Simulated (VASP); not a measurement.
# C in VASP: relaxation of cell and atoms with PBE

Aim: the relaxation of cell and atoms of C with PBE.

Everything below comes from runs of VASP 6.6.1. Logs are shortened: lines on timing, memory, paths and dates and some standing lists are left out, and cuts for length are marked.

## Step 1: The cell of the first run

The cell holds a slab with vacuum, 2 atoms: a = 2.456 Å, b = 2.456 Å, c = 8.524 Å, α = 90.00°, β = 90.00°, γ = 120.00°.

## Step 2: Relaxation of cell and atoms, PBE

Input file INCAR:

```
SYSTEM = C
ALGO = Normal ; EDIFF = 1E-6
EDIFFG = -0.005 ; ENCUT = 600
GGA = PE ; IBRION = 2
ISIF = 3 ; ISMEAR = 0
LASPH = .True. ; LCHARG = .False.
LREAL = .False. ; LWAVE = .False.
NELM = 60 ; NSW = 100
PREC = Accurate ; SIGMA = 0.1
```

Input file KPOINTS:

```
k-points
0
Gamma
  21 21 6
  0 0 0
```

Input file POSCAR:

```
C
1.0
    2.4561701622      0.0000000000      0.0000000000
   -1.2280850811      2.1271057565      0.0000000000
    0.0000000000      0.0000000000      8.5238033600
C
2
Direct
    0.3333333300      0.6666666700      0.0000000000
    0.6666666700      0.3333333300      0.0000000000
```

Potentials or basis: VASP PAW PBE potentials, release 64 (C).

Run with:

```bash
$ cat potpaw_PBE.64/C/POTCAR > POTCAR
$ mpirun -np 1 vasp_std > vasp.out
```

OUTCAR:

```text
SYSTEM = C
   EDIFF = 1E-6
   EDIFFG = -0.005
   ENCUT = 600
   GGA = PE
   IBRION = 2
   ISIF = 3
   ISMEAR = 0
   LASPH = .True.
   LREAL = .False.
   NELM = 60
   NSW = 100
   PREC = Accurate

 ion  position               nearest neighbor table
   1  0.333  0.667  0.000-   2 1.42   2 1.42   2 1.42
   2  0.667  0.333  0.000-   1 1.42   1 1.42   1 1.42

  LATTYP: Found a hexagonal cell.
 ALAT       =     2.4561701622
 C/A-ratio  =     3.4703635323

  Lattice vectors:

 A1 = (   2.4561701622,   0.0000000000,   0.0000000000)
 A2 = (  -1.2280850811,   2.1271057565,   0.0000000000)
 A3 = (   0.0000000000,   0.0000000000,   8.5238033600)

Analysis of symmetry for initial positions (statically):
=====================================================================
 Subroutine PRICEL returns:
 Original cell was already a primitive cell.

 Routine SETGRP: Setting up the symmetry group for a
 hexagonal supercell.

 Subroutine GETGRP returns: Found 24 space group operations
 (whereof 24 operations were pure point group operations)
 out of a pool of 24 trial point group operations.

The static configuration has the point symmetry D_6h.

Analysis of symmetry for dynamics (positions and initial velocities):
=====================================================================
 Subroutine PRICEL returns:
 Original cell was already a primitive cell.

 Routine SETGRP: Setting up the symmetry group for a
 hexagonal supercell.

 Subroutine GETGRP returns: Found 24 space group operations
 (whereof 24 operations were pure point group operations)
 out of a pool of 24 trial point group operations.

The dynamic configuration has the point symmetry D_6h.

 Subroutine INISYM returns: Found 24 space group operations
 (whereof 24 operations are pure point group operations),
 and found     1 'primitive' translations

----------------------------------------------------------------------------------------

                                     Primitive cell

  volume of cell :      44.5329

  direct lattice vectors                    reciprocal lattice vectors
     2.456170162  0.000000000  0.000000000     0.407137916  0.235061185  0.000000000
    -1.228085081  2.127105756  0.000000000     0.000000000  0.470122370  0.000000000
     0.000000000  0.000000000  8.523803360     0.000000000  0.000000000  0.117318521

  length of vectors
     2.456170162  2.456170162  8.523803360     0.470122370  0.470122370  0.117318521

  position of ions in fractional coordinates (direct lattice)
     0.333333330  0.666666670  0.000000000
     0.666666670  0.333333330  0.000000000

  ion indices of the primitive-cell ions
   primitive index   ion index
                 1           1
                 2           2

----------------------------------------------------------------------------------------

 KPOINTS: k-points

Automatic generation of k-mesh.
 Grid dimensions read from file:
 generate k-points for:   21   21    6

 Generating k-lattice:

  Cartesian coordinates                     Fractional coordinates (reciprocal lattice)
     0.019387520  0.011193390  0.000000000     0.047619048  0.000000000  0.000000000
     0.000000000  0.022386780  0.000000000     0.000000000  0.047619048  0.000000000
     0.000000000  0.000000000  0.019553087     0.000000000  0.000000000  0.166666667

  Length of vectors
     0.022386780  0.022386780  0.019553087

  Shift w.r.t. Gamma in fractional coordinates (k-lattice)
     0.000000000  0.000000000  0.000000000

 Subroutine IBZKPT returns following result:
 ===========================================

 Found    192 irreducible k-points:

 Following reciprocal coordinates:
            Coordinates               Weight
  0.000000  0.000000  0.000000      1.000000
  0.047619 -0.000000  0.000000      6.000000
  0.095238  0.000000  0.000000      6.000000
  0.142857  0.000000  0.000000      6.000000
  0.190476  0.000000  0.000000      6.000000
  0.238095  0.000000  0.000000      6.000000
[... 16 lines left out ...]
  0.142857  0.095238  0.000000     12.000000
  0.190476  0.095238  0.000000     12.000000
 [... further k-points ...]
   k-points           NKPTS =    192   k-points in BZ     NKDIM =    192   number of bands    NBANDS=      8
   number of dos      NEDOS =    301   number of ions     NIONS =      2
   total plane-waves  NPLWV =  28000
   dimension x,y,z NGX =    20 NGY =   20 NGZ =   70
   dimension x,y,z NGXF=    40 NGYF=   40 NGZF=  140
   ions per type =               2
   NGX,Y,Z   is equivalent  to a cutoff of  13.54, 13.54, 13.65 a.u.
   NGXF,Y,Z  is equivalent  to a cutoff of  27.07, 27.07, 27.31 a.u.
 SYSTEM =  C
   PREC   = accura    normal or accurate (medium, high low for compatibility)
   ISTART =      0    job   : 0-new  1-cont  2-samecut
   ICHARG =      2    charge: 1-file 2-atom 10-const
   ISPIN  =      1    spin polarized calculation?
   LNONCOLLINEAR =      F non collinear calculations
   LSORBIT =      F    spin-orbit coupling
   LASPH  =      T    aspherical Exc in radial PAW
   ENCUT  =  600.0 eV  44.10 Ry    6.64 a.u.   4.91  4.91 17.02*2*pi/ulx,y,z
   NELM   =     60;   NELMIN=  2; NELMDL= -5     # of ELM steps
   EDIFF  = 0.1E-05   stopping-criterion for ELM
   LREAL  =      F    real-space projection
   EDIFFG = -.5E-02   stopping-criterion for IOM
   NSW    =    100    number of steps for IOM
   IBRION =      2    ionic relax: 0-MD 1-quasi-New 2-CG
   NFREE  =      1    steps in history (QN), initial steepest desc. (CG)
   ISIF   =      3    stress and relaxation
   ISYM   =      2    0-nonsym 1-usesym 2-fastsym
   POTIM  = 0.5000    time-step for ionic-motion
   TEBEG  =    0.0;   TEEND  =   0.0 temperature during run
   PSTRESS=    0.0 pullay stress
   NELECT =       8.0000    total number of electrons
   NUPDOWN=      -1.0000    fix difference up-down
   EMIN   =  10.00;   EMAX   =-10.00  energy-range for DOS
   EFERMI =   0.00;   METHOD = LEGACY
   ISMEAR =     0;   SIGMA  =   0.10  broadening in eV -4-tet -1-fermi 0-gaus
   EFERMI_NEDOS =   21; number of points for ismear=-14 and -15
   IALGO  =     38    algorithm
   IMIX   =      4    mixing-type and parameters
     AMIX     =   0.40;   BMIX     =  1.00
     AMIX_MAG =   1.60;   BMIX_MAG =  1.00
  volume/ion in A,a.u.               =      22.27       150.26
  Fermi-wavevector in a.u.,A,eV,Ry     =   0.923729  1.745594 11.609511  0.853275
  Thomas-Fermi vector in A             =   2.049397
   LORBIT       =      0    0 simple, 1 ext, 2 COOP (PROOUT), +10 PAW based schemes
   GGA     = PE    functional components
   LHFCALC =     F    Hartree Fock is set to
   AEXX    =    0.0000 exact exchange contribution
   IVDW    =     0    specifies the selected vdW correction
   LEPSILON=     F    determine dielectric tensor
   LRPA    =     F    only Hartree local field effects (RPA)
 conjugate gradient relaxation of ions
 non-spin polarized calculation
 Gauss-broadening in eV      SIGMA  =   0.10
  energy-cutoff  :      600.00
  volume of cell :       44.53
 maximum number of plane-waves:      1518
 NGX is ok and might be reduce to    20
   NGX =  9   NGY =  9   NGZ = 35

--------------------------------------- Ionic step        1  -------------------------------------------

 number of electron       7.9999999 magnetization

 Free energy of the ion-electron system (eV)
  ---------------------------------------------------
  ext. energy  EPLUGINS =         0.00000000
  ---------------------------------------------------
  free energy    TOTEN  =       -18.45229163 eV

  energy without entropy =      -18.45177989  energy(sigma->0) =      -18.45203576

------------------------ aborting loop because EDIFF is reached ----------------------------------------

  FORCE on cell =-STRESS in cart. coord.  units (eV):
  Direction    XX          YY          ZZ          XY          YZ          ZX
  --------------------------------------------------------------------------------------
  -------------------------------------------------------------------------------------
  Total        0.5981012      0.5981012     -0.0363576      0.0000000     -0.0000000      0.0000000
  in kB       21.5181191     21.5181191     -1.3080507      0.0000000     -0.0000000      0.0000000
  external PRESSURE =      13.9093959 kB  Pullay stress =       0.0000000 kB
[... 89 lines left out ...]
  FREE ENERGIE OF THE ION-ELECTRON SYSTEM (eV)
  ---------------------------------------------------
  free  energy   TOTEN  =       -18.4548865708 eV

  energy  without entropy=      -18.4543748343  energy(sigma->0) =      -18.45463070

 E-fermi :  -0.1940     XC(G=0):  -5.6713

 val. band max:       -0.1941950127   @ k =   0.3333   0.3333   0.3333
 cond. band min:      -0.1937981363   @ k =   0.3333   0.3333   0.1667
 fundamental gap:      0.0003968764
 Fermi energy:        -0.1939877124

 k-point     1 :       0.0000    0.0000    0.0000
  band No.  band energies     occupation
      1     -19.7116      2.00000
      2      -7.8067      2.00000
      3      -3.2406      2.00000
      4      -3.2406      2.00000
      5       2.6510      0.00000
      6       6.0109      0.00000
      7       8.1085      0.00000
      8       8.2453      0.00000
[... 243 lines left out ...]
 k-point    24 :       0.1905    0.0952    0.0000
  band No.  band energies     occupation
      1     -18.2242      2.00000
      2      -7.3714      2.00000
      3      -6.0518      2.00000
      4      -5.7161      2.00000
      5       4.6910      0.00000
      6       7.0633      0.00000
      7       7.9528      0.00000
      8       8.7000      0.00000

 [... further k-points ...]

[... ionic steps 4 to 15 ...]

--------------------------------------- Ionic step       16  -------------------------------------------

 number of electron       7.9999999 magnetization

------------------------ aborting loop because EDIFF is reached ----------------------------------------
[... 67 lines left out ...]
--------------------------------------- Ionic step       18  -------------------------------------------

 number of electron       7.9999999 magnetization

 Free energy of the ion-electron system (eV)
  ---------------------------------------------------
  ext. energy  EPLUGINS =         0.00000000
  ---------------------------------------------------
  free energy    TOTEN  =       -18.47002222 eV

  energy without entropy =      -18.46967780  energy(sigma->0) =      -18.46985001

 E-fermi :   2.4959     XC(G=0):  -8.4562

 val. band max:        2.4487638723   @ k =   0.3333   0.3333   0.3333
 cond. band min:       2.5425986093   @ k =   0.3333   0.3333   0.1667
 fundamental gap:      0.0938347370
 Fermi energy:         2.4959294902

 k-point     1 :       0.0000    0.0000    0.0000
  band No.  band energies     occupation
      1     -17.0280      2.00000
      2      -4.9316      2.00000
      3      -0.5493      2.00000
      4      -0.5493      2.00000
      5       5.4785      0.00000
      6      10.7961      0.00000
      7      10.7961      0.00000
      8      17.8681      0.00000
[... 243 lines left out ...]
 k-point    24 :       0.1905    0.0952    0.0000
  band No.  band energies     occupation
      1     -15.5395      2.00000
      2      -4.6817      2.00000
      3      -3.1938      2.00000
      4      -3.0251      2.00000
      5       7.4491      0.00000
      6       9.8256      0.00000
      7      11.4168      0.00000
      8      14.4276      0.00000

 [... further k-points ...]

------------------------ aborting loop because EDIFF is reached ----------------------------------------

  FORCE on cell =-STRESS in cart. coord.  units (eV):
  Direction    XX          YY          ZZ          XY          YZ          ZX
  --------------------------------------------------------------------------------------
  -------------------------------------------------------------------------------------
  Total       -0.0049679     -0.0049679     -0.0011313      0.0000000      0.0000000      0.0000000
  in kB       -0.3394842     -0.3394842     -0.0773067      0.0000000      0.0000000      0.0000000
  external PRESSURE =      -0.2520917 kB  Pullay stress =       0.0000000 kB
[... 17 lines left out ...]
  FREE ENERGIE OF THE ION-ELECTRON SYSTEM (eV)
  ---------------------------------------------------
  free  energy   TOTEN  =       -18.4700222199 eV

  energy  without entropy=      -18.4696778023  energy(sigma->0) =      -18.46985001

 reached required accuracy - stopping structural energy minimisation
```

Wall time 6.9 min (1 thread of Intel Xeon 6975P-C (Granite Rapids), shared host); peak memory 0.21 GiB.

Results:

```
Free energy                           : -18.4700 eV
Relaxed volume                        : 11.72 Å³/atom
Relaxed cell                          : a = 2.467 Å, b = 2.467 Å, c = 4.449 Å, α = 90.00°, β = 90.00°, γ = 120.00°
Space group after relaxing (to 0.1 Å) : P6/mmm (No. 191)
Energy gained by relaxing             : 8.9 meV/atom
Ionic steps                           : 18
Band gap on the k mesh                : zero (bands 4 and 5 overlap by 0.19 eV)
```

Step by step:
| step | energy change (eV) | largest force (eV/Å) | pressure (GPa) | volume (Å³) |
| --- | --- | --- | --- | --- |
| 1 | 0.0000 | 0.0000 | 1.39 | 44.53 |
| 2 | 0.0107 | 0.0000 | -3.13 | 45.79 |
| 3 | -0.0026 | 0.0000 | -0.06 | 44.91 |
| 4 | -0.0026 | 0.0000 | -0.03 | 44.91 |
| 5 | -0.0026 | 0.0000 | -0.03 | 44.88 |
| 6 | -0.0027 | 0.0000 | -0.03 | 44.78 |
| 7 | -0.0029 | 0.0000 | -0.03 | 44.60 |
| 8 | -0.0032 | 0.0000 | -0.03 | 44.23 |
| 9 | -0.0038 | 0.0000 | -0.04 | 43.48 |
| 10 | -0.0053 | 0.0000 | -0.04 | 42.00 |
| 11 | -0.0082 | 0.0000 | -0.02 | 39.03 |
| 12 | -0.0123 | 0.0000 | 0.06 | 33.09 |
| 13 | -0.0154 | 0.0000 | 0.46 | 21.22 |
| 14 | -0.0139 | 0.0000 | 0.11 | 30.20 |
| 15 | -0.0167 | 0.0000 | 0.20 | 25.71 |
| 16 | -0.0177 | 0.0000 | 0.29 | 23.46 |
| 17 | -0.0164 | 0.0000 | -1.90 | 23.34 |
| 18 | -0.0177 | 0.0000 | -0.03 | 23.45 |

Final structure:
```
C
1.0
     2.46667    0.00000    0.00000
    -1.23333    2.13620    0.00000
     0.00000    0.00000    4.44949
C
2
Cartesian
  0.0000 1.4241 0.0000
  1.2333 0.7121 0.0000
```

Levels at points of the mesh, in eV from the Fermi level:
| k point | band 1 | band 2 | band 3 | band 4 | band 5 | band 6 | band 7 | band 8 |
| --- | --- | --- | --- | --- | --- | --- | --- | --- |
| (0.00, 0.00, 0.00) | -19.52 | -7.43 | -3.05 | -3.05 | 2.98 | 8.30 | 8.30 | 15.37 |
| (0.00, 0.00, 0.50) | -19.50 | -7.79 | -3.04 | -3.04 | 5.92 | 8.31 | 8.31 | 9.50 |

Caveat: the volume moved by over 15 % at a fixed basis, so the end points are rough.
